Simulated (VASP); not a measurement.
The system is RbDyH4.

```
Rb Dy H
1.0
     2.70515   -4.34084    0.00000
     2.70515    4.34084    0.00000
     0.00000    0.00000    4.16166
Rb Dy H
1 1 4
Direct
  0.50000 0.50000 0.50000
  0.00000 0.00000 0.00000
  0.34193 0.65807 0.00000
  0.65807 0.34193 0.00000
  0.50000 0.00000 0.50000
  0.00000 0.50000 0.50000
```

The cell was generated, and may not be a known phase.

- Program: VASP 6.6.1
- Task: relaxation of cell and atoms
- Functional: PBE
- Potentials or basis: VASP PAW PBE potentials, release 64 (Rb_sv, Dy_3, H), 4f in core
- Cutoff: 500 eV
- k mesh: 8 × 8 × 10
- Occupations: gaussian, width 0.1 eV
- Spin: no spin polarisation

At the start: pressure -3.9 GPa; volume 16.29 Å³/atom.

**Question.** How do energy, volume and symmetry change on relaxing?

**Answer.** Over 24 steps the energy falls by 369.7 meV/atom and the volume is 17.33 Å³/atom (+6.4 %); space group Cmmm (No. 65, to 0.1 Å) before and after.

The path:
```csv
step,energy change (eV),largest force (eV/Å),pressure (GPa),volume (Å³)
1,0.0000,0.2279,-3.92,97.74
2,-0.7845,0.4972,-2.87,91.94
3,-0.5075,0.3440,16.46,72.80
4,-1.4195,0.6978,0.39,85.20
5,-1.5034,0.6020,4.80,80.37
6,-1.5239,0.6622,3.22,81.84
7,-1.6586,0.5011,2.30,85.38
8,-1.7472,0.1630,1.59,91.34
9,-1.8474,0.2514,-0.49,97.15
10,-1.8711,0.3540,-2.20,103.73
11,-1.9337,0.2970,-2.10,105.21
12,-2.0788,0.0406,-1.53,109.30
13,-1.8800,1.6859,0.78,115.89
14,-2.1047,0.2439,-1.20,110.75
15,-2.1084,0.3701,-1.01,111.46
16,-2.1604,0.2551,-0.90,110.02
17,-2.2075,0.0563,-0.59,107.65
18,-2.2130,0.0520,-0.38,106.42
19,-2.2130,0.0357,-0.41,106.60
20,-2.2162,0.0079,-0.15,105.44
21,-2.2172,0.0511,0.12,104.31
22,-2.2184,0.0253,-0.01,103.86
23,-2.2184,0.0138,0.02,103.92
24,-2.2185,0.0086,0.01,103.96
```

Final structure:
```
Rb Dy H
1.0
     3.58783   -3.55974    0.00000
     3.58783    3.55974    0.00000
     0.00000    0.00000    4.06975
Rb Dy H
1 1 4
Direct
  0.50000 0.50000 0.50000
  0.00000 0.00000 0.00000
  0.28605 0.71395 0.00000
  0.71395 0.28605 0.00000
  0.50000 0.00000 0.50000
  0.00000 0.50000 0.50000
```
